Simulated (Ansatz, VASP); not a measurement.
**Sb in VASP and in Ansatz**

```
CELL_PARAMETERS angstrom
3.12280 0.00000 0.00000
0.00000 3.12280 0.00000
0.00000 0.00000 3.12280
ATOMIC_POSITIONS crystal
Sb 0.00000 0.00000 0.00000
```

Alike in both runs: task single point; functional revPBE; k mesh 11 × 11 × 11; occupations fermi-dirac, width 0.1 eV; no spin polarisation.

```csv
,VASP,Ansatz
version,VASP 6.6.1,Ansatz 0.2.0
potentials or method,"VASP PAW PBE potentials, release 64 (Sb), cutoff 500 eV","plane waves (420 eV) with PAW, scalar-relativistic"
valence electrons in the cell,5,15
```

|  | VASP | Ansatz | Ansatz less VASP |
| --- | --- | --- | --- |
| pressure (GPa) | 0.5 | 0.6 | +0.07 |

VASP's potentials were made for PBE, not for revPBE. VASP's potentials hold 5 valence electrons a cell and Ansatz's 15, so a difference there can come from the potentials and not from the codes.

Neither program's run includes spin-orbit coupling.
